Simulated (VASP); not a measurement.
A run of VASP 6.6.1 is set up as follows.

The input INCAR:

```
PREC = Accurate
ENCUT = 520
EDIFF = 1E-7
ISMEAR = 0
SIGMA = 0.05
LREAL = F
LASPH = T
NELM = 80
ALGO = Normal
ISIF = 2
LWAVE = F
LCHARG = T
GGA = PE
IVDW = 12
LELF = T
LVHAR = T
NBANDS = 26
```

Contents of KPOINTS:

```
regular mesh
0
Gamma
  12 12 6
```

POSCAR

```
ZnO
1.0
    3.2662751495      0.0000000000      0.0000000000
   -1.6331375747      2.8286772553      0.0000000000
    0.0000000000      0.0000000000      5.2435210923
Zn O
2 2
Direct
    0.0000000000      0.0000000000      0.7500000000
    0.0000000000      0.0000000000      0.2500000000
    0.3333333333      0.6666666667      0.2500000000
    0.6666666667      0.3333333333      0.7500000000
```

Potentials or basis: VASP PAW PBE potentials, release 64 (Zn, O).

The run is started by

```console
$ cat potpaw_PBE.64/Zn/POTCAR potpaw_PBE.64/O/POTCAR > POTCAR
$ mpirun -np 1 vasp_std > vasp.out
```

Task: Estimate the pressure.

Result: 5.4 GPa.

Task: What does it give for the dispersion energy per atom?

Result: -0.223 eV.

Task: Predict the band gap on the k mesh.

Result: 0.72 eV.

Stress tensor (GPa, compression positive):
```
 3.03  0.00  0.00
 0.00  3.03  0.00
 0.00  0.00 10.08
```

Caveat: the cell differs from its parent crystal (strain -0.1500 x Voigt [0, 0, 1, 0, 0, 0]); the cell stands under pressure. A k mesh can miss the band edges.
